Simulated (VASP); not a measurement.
# CaO (rock salt type) (Fm-3m) in VASP: notebook, part 2 of 2

VASP 6.6.1. Earlier steps stand in the parts before.

## Step 3: Single point, HSE06

POSCAR reads:

```
CaO
1.0
    0.0000000000      2.4150000000      2.4150000000
    2.4150000000      0.0000000000      2.4150000000
    2.4150000000      2.4150000000      0.0000000000
Ca O
1 1
Direct
    0.0000000000      0.0000000000      0.0000000000
    0.5000000000      0.5000000000      0.5000000000
```

INCAR.step1 reads:

```
PREC = Accurate
ENCUT = 520
EDIFF = 1E-5
ISMEAR = -1
SIGMA = 0.02
LREAL = F
LASPH = T
NELM = 100
ALGO = Normal
ISIF = 2
LWAVE = T
LCHARG = F
NBANDS = 15
GGA = PE
```

INCAR.step2 reads:

```
PREC = Accurate
ENCUT = 520
EDIFF = 1E-6
ISMEAR = -1
SIGMA = 0.02
LREAL = F
LASPH = T
NELM = 100
ALGO = Normal
ISIF = 2
LWAVE = F
LCHARG = F
GGA = PE
LHFCALC = T
HFSCREEN = 0.2079
PRECFOCK = Normal
NBANDS = 15
ISTART = 1
```

KPOINTS reads:

```
regular mesh
0
Gamma
  6 6 6
```

Potentials or basis: VASP PAW PBE potentials, release 64 (Ca_sv, O).

Command:

```console
$ cat potpaw_PBE.64/Ca_sv/POTCAR potpaw_PBE.64/O/POTCAR > POTCAR
$ cp INCAR.step1 INCAR
$ mpirun -np 1 vasp_std > vasp.out
$ cp INCAR.step2 INCAR
$ mpirun -np 1 vasp_std > vasp.out
```

OUTCAR:

```text
PREC = Accurate
   ENCUT = 520
   EDIFF = 1E-6
   ISMEAR = -1
   LREAL = F
   LASPH = T
   NELM = 100
   ISIF = 2
   GGA = PE
   LHFCALC = T
   HFSCREEN = 0.2079
   PRECFOCK = Normal
   ISTART = 1

 ion  position               nearest neighbor table
   1  0.000  0.000  0.000-   2 2.42   2 2.42   2 2.42   2 2.42   2 2.42   2 2.42
   2  0.500  0.500  0.500-   1 2.42   1 2.42   1 2.42   1 2.42   1 2.42   1 2.42

  LATTYP: Found a face centered cubic cell.
 ALAT       =     4.8300000000

  Lattice vectors:

 A1 = (   0.0000000000,   2.4150000000,   2.4150000000)
 A2 = (   2.4150000000,   0.0000000000,   2.4150000000)
 A3 = (   2.4150000000,   2.4150000000,   0.0000000000)

Analysis of symmetry for initial positions (statically):
=====================================================================
 Subroutine PRICEL returns:
 Original cell was already a primitive cell.

 Routine SETGRP: Setting up the symmetry group for a
 face centered cubic supercell.

 Subroutine GETGRP returns: Found 48 space group operations
 (whereof 48 operations were pure point group operations)
 out of a pool of 48 trial point group operations.

The static configuration has the point symmetry O_h .

Analysis of symmetry for dynamics (positions and initial velocities):
=====================================================================
 Subroutine PRICEL returns:
 Original cell was already a primitive cell.

 Routine SETGRP: Setting up the symmetry group for a
 face centered cubic supercell.

 Subroutine GETGRP returns: Found 48 space group operations
 (whereof 48 operations were pure point group operations)
 out of a pool of 48 trial point group operations.

The dynamic configuration has the point symmetry O_h .

 Subroutine INISYM returns: Found 48 space group operations
[... 120 lines left out ...]
   AEXX    =    0.2500 exact exchange contribution
   HFSCREEN=    0.2079 screening length (either q_TF or 0.3 A-1)
   HFSCREENC=   0.2079 screening length for correlation (either q_TF or 0.3 A-1)
   ENCUTFOCK=  -1.0 apply spherical cutoff to Coloumb kernel
   IVDW    =     0    specifies the selected vdW correction
   LEPSILON=     F    determine dielectric tensor
   LRPA    =     F    only Hartree local field effects (RPA)
 non-spin polarized calculation
  energy-cutoff  :      520.00
  volume of cell :       28.17
 maximum number of plane-waves:       769
 NGX is ok and might be reduce to    28
  NGX = 20; NGY = 20; NGZ = 20

 number of electron      15.9999999 magnetization

 Free energy of the ion-electron system (eV)
  ---------------------------------------------------
  ext. energy  EPLUGINS =         0.00000000
  ---------------------------------------------------
  free energy    TOTEN  =       -14.87686325 eV

  energy without entropy =      -14.87686325  energy(sigma->0) =      -14.87686325

 E-fermi :   1.7807     XC(G=0):  -8.5601

 val. band max:        1.2121927536   @ k =   0.0000   0.0000   0.0000
 cond. band min:       6.5077713546   @ k =   0.5000   0.5000   0.0000
 fundamental gap:      5.2955786010
 Fermi energy:         1.7806708364

 k-point     1 :       0.0000    0.0000    0.0000
  band No.  band energies     occupation
      1     -39.0417      2.00000
      2     -18.3417      2.00000
      3     -18.3417      2.00000
      4     -18.3417      2.00000
      5     -15.7981      2.00000
      6       1.2122      2.00000
      7       1.2122      2.00000
      8       1.2122      2.00000
      9       7.3051      0.00000
     10       9.3582      0.00000
     11       9.3582      0.00000
     12       9.3582      0.00000
     13      10.9621      0.00000
     14      10.9621      0.00000
[... 257 lines left out ...]
      2     -18.8528      2.00000
      3     -18.7602      2.00000
      4     -18.6651      2.00000
      5     -15.1963      2.00000
      6      -0.1170      2.00000
      7       0.0761      2.00000
      8       0.3471      2.00000
      9       7.9583      0.00000
     10      10.8325      0.00000
     11      11.5995      0.00000
     12      13.0427      0.00000
     13      13.1228      0.00000
     14      16.1184      0.00000
     15      16.5832      0.00000

------------------------ aborting loop because EDIFF is reached ----------------------------------------

  FORCE on cell =-STRESS in cart. coord.  units (eV):
  Direction    XX          YY          ZZ          XY          YZ          ZX
  --------------------------------------------------------------------------------------
  -------------------------------------------------------------------------------------
  Total       -0.2646095     -0.2646095     -0.2646095      0.0000000     -0.0000000      0.0000000
  in kB      -15.0499371    -15.0499371    -15.0499371      0.0000000     -0.0000000      0.0000000
  external PRESSURE =     -15.0499371 kB  Pullay stress =       0.0000000 kB

 VOLUME and BASIS-vectors are now :
 -----------------------------------------------------------------------------
  energy-cutoff  :      520.00
  volume of cell :       28.17
      direct lattice vectors                 reciprocal lattice vectors
     0.000000000  2.415000000  2.415000000    -0.207039337  0.207039337  0.207039337
     2.415000000  0.000000000  2.415000000     0.207039337 -0.207039337  0.207039337
     2.415000000  2.415000000  0.000000000     0.207039337  0.207039337 -0.207039337

 POSITION                                       TOTAL-FORCE (eV/Angst)
 -----------------------------------------------------------------------------------
      0.00000      0.00000      0.00000         0.000000     -0.000000      0.000000
      2.41500      2.41500      2.41500        -0.000000      0.000000     -0.000000
 -----------------------------------------------------------------------------------
    total drift:                                0.000001      0.000001      0.000001

  FREE ENERGIE OF THE ION-ELECTRON SYSTEM (eV)
  ---------------------------------------------------
  free  energy   TOTEN  =       -14.8768632451 eV

  energy  without entropy=      -14.8768632451  energy(sigma->0) =      -14.87686325
```

OSZICAR.step1:

```text
N       E                     dE             d eps       ncg     rms          rms(c)
DAV:   1     0.129635798086E+03    0.12964E+03   -0.84495E+03   480   0.110E+03
DAV:   2    -0.884670306552E+01   -0.13848E+03   -0.13032E+03   585   0.299E+02
DAV:   3    -0.143389360510E+02   -0.54922E+01   -0.54498E+01   572   0.602E+01
DAV:   4    -0.145143743347E+02   -0.17544E+00   -0.17524E+00   688   0.935E+00
DAV:   5    -0.145158938747E+02   -0.15195E-02   -0.15195E-02   552   0.856E-01    0.856E+00
DAV:   6    -0.128837352187E+02    0.16322E+01   -0.51515E+00   537   0.219E+01    0.363E+00
DAV:   7    -0.128084140251E+02    0.75321E-01   -0.41986E-01   530   0.660E+00    0.181E+00
DAV:   8    -0.128059287604E+02    0.24853E-02   -0.76383E-02   613   0.297E+00    0.420E-01
DAV:   9    -0.128044452463E+02    0.14835E-02   -0.47148E-03   480   0.564E-01    0.110E-01
DAV:  10    -0.128051196786E+02   -0.67443E-03   -0.76660E-04   572   0.248E-01    0.436E-02
DAV:  11    -0.128050948952E+02    0.24783E-04   -0.51775E-05   585   0.849E-02    0.699E-03
DAV:  12    -0.128050946600E+02    0.23513E-06   -0.75809E-06   443   0.244E-02
   1 F= -.12805095E+02 E0= -.12805095E+02  d E =-.666544E-14
```

Wall time 24 min (1 thread of Intel Xeon Platinum 8488C (Sapphire Rapids), shared host); peak memory 0.27 GiB.

What came out:

```yaml
Free_energy: -14.8769 eV
Pressure: -1.5 GPa
Band_gap_on_the_k_mesh: 5.30 eV (least direct gap 5.72 eV)
```

Levels at points of the mesh, in eV from the valence-band top:
```
           k point  band 4  band 5  band 6  band 7  band 8  band 9  band 10  band 11  band 12  band 13
(0.00, 0.00, 0.00)  -19.55  -17.01    0.00    0.00    0.00    6.09     8.15     8.15     8.15     9.75
(0.50, 0.00, 0.00)  -19.60  -15.67   -2.78   -1.23   -1.23    8.96     9.94    10.51    10.51    12.72
(0.50, 0.50, 0.00)  -19.78  -16.75   -1.45   -0.43   -0.43    5.30    10.02    11.05    11.83    11.83
```

Caveat: the PAW data sets were made with another functional, which shifts forces and pressure a little. A k mesh can miss the band edges.
